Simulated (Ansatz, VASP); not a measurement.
# Two plane-wave programs on Co

Contents of INCAR:

```
PREC = Accurate
ENCUT = 520
EDIFF = 1E-7
ISMEAR = -1
SIGMA = 0.05
LREAL = False
LASPH = True
NELM = 150
ALGO = Normal
ISIF = 2
LWAVE = False
LCHARG = False
ISPIN = 2
MAGMOM = 1.546
LORBIT = 11
LMAXMIX = 4
NBANDS = 14
```

KPOINTS

```
regular mesh
0
Gamma
  16 16 16
```

File POSCAR:

```
Co
1.0
    2.1610044980      0.0000000000      0.0000000000
    0.0000000000      2.1610044980      0.0000000000
    0.0000000000      0.0000000000      2.1610044980
Co
1
Direct
    0.0000000000      0.0000000000      0.0000000000
```

Input for Ansatz:

```yaml
crystal:
  lattice:
    - [2.161004498, 0.0, 0.0]
    - [0.0, 2.161004498, 0.0]
    - [0.0, 0.0, 2.161004498]
  atoms:
    - { symbol: Co, position: [0.0, 0.0, 0.0], spin: 1.546 }
hamiltonian:
  xc: lda
  pseudopotentials:
    kind: paw
    azcp:
      Co: "pseudopotentials/Co.paw.azcp"
basis:
  ecutwfc: 420
  fft_grid_basis: typed
kpoints:
  mp_grid: { grid: [16, 16, 16], shift: [0, 0, 0] }
magnetization:
  spin_polarized: true
scf:
  occupations: { method: fermi_dirac, width: 0.05 }
  lower_state_search: "off"
output:
  stress: true
```

Alike in both runs: task single point; functional LDA; k mesh 16 × 16 × 16; occupations fermi-dirac, width 0.05 eV; collinear spin.

```csv
,VASP,Ansatz
version,VASP 6.6.1,Ansatz 0.2.0
potentials or method,"VASP PAW LDA potentials, release 64 (Co), cutoff 520 eV","plane waves (420 eV) with PAW, scalar-relativistic"
valence electrons in the cell,9,17
```

|  | VASP | Ansatz | Ansatz less VASP |
| --- | --- | --- | --- |
| net moment per atom (μB) | 1.30 | 1.36 | +0.052 |
| size of the moment on the site where the two differ most (μB) | 1.29 | 1.33 | +0.046 |

Ansatz warns that its potentials were made for another functional, while VASP's fit it. LDA's correlation is that of Perdew and Zunger in VASP and of Perdew and Wang (1992) in Ansatz. Site moments also hang on the region over which each program counts them. VASP's potentials hold 9 valence electrons a cell and Ansatz's 17, so a difference there can come from the potentials and not from the codes.
